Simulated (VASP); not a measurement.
BeTe: density of states with PBEsol

Crystal: BeTe.

```
CELL_PARAMETERS angstrom
0.00000 2.83131 2.83131
2.83131 0.00000 2.83131
2.83131 2.83131 0.00000
ATOMIC_POSITIONS crystal
Be 0.75000 0.75000 0.75000
Te 0.00000 0.00000 0.00000
```

```yaml
Program: VASP 6.6.1
Task: density of states
Functional: PBEsol
Potentials_or_basis: VASP PAW PBE potentials, release 64 (Be, Te)
Cutoff: 520 eV
k_mesh: 8 × 8 × 8
Occupations: gaussian, width 0.02 eV
Spin: no spin polarisation
Dipole_correction: no
k_mesh_for_the_DOS: 12 × 12 × 12
Occupations_for_the_DOS: tetrahedron
Further_INCAR_settings: ALGO = Normal; EDIFF = 1e-06
```

```yaml
Valence_electrons_inside_the_program's_atomic_spheres: Be 0.92; Te 3.49
```

Levels at points of the mesh, in eV from the valence-band top:
```
           k point  band 2  band 3  band 4  band 5  band 6  band 7
(0.00, 0.00, 0.00)    0.00    0.00    0.00    3.61    3.61    3.61
(0.50, 0.00, 0.00)   -5.47   -1.11   -1.11    2.99    4.56    4.56
(0.50, 0.50, 0.00)   -5.04   -2.60   -2.60    1.89    2.63    9.60
```

Wall time 13 s on 1 thread of Intel(R) Xeon(R) 6975P-C (Granite Rapids) (shared host), peak memory 0.17 GiB.

Caveat: spin-orbit coupling is left out, which moves the levels of the heavy elements.
